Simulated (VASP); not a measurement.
Here is a VASP 6.6.1 calculation.

File INCAR:

```
ALGO = Normal
DIPOL = 0.5 0.5 0.471
EDIFF = 1E-7
ENCUT = 520
GGA = PS
IDIPOL = 3
ISIF = 2
ISMEAR = 0
LASPH = T
LCHARG = T
LDIPOL = T
LELF = T
LREAL = F
LVACPOTAV = T
LVHAR = T
LWAVE = F
NBANDS = 45
NELM = 80
PREC = Accurate
SIGMA = 0.1
```

The input KPOINTS:

```
k-points
0
Gamma
  8 8 1
```

File POSCAR:

```
Si6Ni3Ge
1.0
    3.8123023665      0.0000000000      0.0000000000
    0.0000000000      3.8123023665      0.0000000000
    0.0000000000      0.0000000000     25.7392621383
Si Ni Ge
6 3 1
Direct
    0.5000000000      0.0000000000      0.3302347967
    0.0000000000      0.5000000000      0.3302347967
    0.0000000000      0.5000000000      0.4349660373
    0.5000000000      0.0000000000      0.4349660373
    0.5000000000      0.0000000000      0.5384211059
    0.0000000000      0.5000000000      0.5410702483
    0.5000000000      0.5000000000      0.3826004170
    0.0000000000      0.0000000000      0.4858763245
    0.5000000000      0.5000000000      0.5884683587
    0.5000000000      0.0000000000      0.6384324775
```

Potentials or basis: VASP PAW PBE potentials, release 64 (Si, Ni, Ge_d).

Launch:

```bash
$ cat potpaw_PBE.64/Si/POTCAR potpaw_PBE.64/Ni/POTCAR potpaw_PBE.64/Ge_d/POTCAR > POTCAR
$ mpirun -np 1 vasp_std > vasp.out
```

(1) Estimate the band gap on the k mesh.

(2) Predict the largest force.

Answers

(1) zero (bands 34 and 35 overlap by 2.10 eV).

(2) 1.092 eV/Å.

Caveat: the PAW data sets were made with another functional, which shifts forces and pressure a little.
